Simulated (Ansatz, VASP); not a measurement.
**Ga2SeS3: VASP beside Ansatz**

```xyz
6
Lattice="5.0572 0.0000 0.0000 -2.5286 4.3796 0.0000 0.0000 0.0000 9.5610" Properties=species:S:1:pos:R:3 pbc="T T T"
Ga    0.0000    2.9198    0.0000
Ga    2.5286    1.4599    0.0000
Se    0.0000    0.0000    4.7805
S     0.0000    0.0000    2.5252
S     0.0000    0.0000    7.0358
S     0.0000    0.0000    0.0000
```

Alike in both runs: functional PBE; k mesh 3 × 3 × 2; occupations gaussian, width 0.15 eV; no spin polarisation.

Ansatz relaxed the structure, and its values are those at the end. VASP's run is a single point on that final structure, the one shown.

```csv
,VASP,Ansatz
version,VASP 6.6.1,Ansatz 0.2.0
potentials or method,"VASP PAW PBE potentials, release 64 (Ga_d, Se, S), cutoff 500 eV","scalar-relativistic, plane waves, PAW"
valence electrons in the cell,50,60
```

|  | VASP | Ansatz | Ansatz less VASP |
| --- | --- | --- | --- |
| gap on the k mesh at the Fermi level (eV) | none | none | - |
| pressure (GPa) | 0.5 | 0.5 | +0.01 |
| rms of the force components (eV/Å) | 0.006 | 0.004 | -0.0027 |

A gap of «none» marks a metal or a gap that the smearing closes. VASP's potentials hold 50 valence electrons a cell and Ansatz's 60, so a difference there can come from the potentials and not from the codes.

The k mesh is coarse, so the values compare programs but aren't converged.
